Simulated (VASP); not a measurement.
Input of a VASP 6.6.1 run:

INCAR

```
SYSTEM = NaF
PREC     = Accurate       ! precision mode
ENCUT    = 520            ! plane-wave cutoff, eV
EDIFF    = 1E-6           ! SCF threshold, eV
ISMEAR   = 0              ! smearing method
SIGMA    = 0.02           ! smearing width, eV
LREAL    = .False.        ! projectors in reciprocal space
LASPH    = .True.         ! aspherical terms in the spheres
NELM     = 80             ! most SCF steps
ALGO     = Normal         ! electronic algorithm
ISIF     = 2              ! what is computed and relaxed
LWAVE    = .False.        ! write WAVECAR
LCHARG   = .False.        ! write CHGCAR
GGA      = PE             ! functional
NBANDS   = 14             ! bands
```

KPOINTS

```
regular mesh
0
Gamma
  8 8 8
  0 0 0
```

File POSCAR:

```
NaF
1.0
    0.0000000000      2.3502771129      2.3502771129
    2.3502771129      0.0000000000      2.3502771129
    2.3502771129      2.3502771129      0.0000000000
Na F
1 1
Direct
    0.0000000000      0.0000000000      0.0000000000
    0.5000000000      0.5000000000      0.5000000000
```

Potentials or basis: VASP PAW PBE potentials, release 64 (Na_pv, F).

The run is started by

```bash
$ cat potpaw_PBE.64/Na_pv/POTCAR potpaw_PBE.64/F/POTCAR > POTCAR
$ mpirun -np 1 vasp_std > vasp.out
```

(1) What does it give for the pressure?

(2) Estimate the band gap on the k mesh.

## Answers

(1) -0.1 GPa.

(2) 6.07 eV.
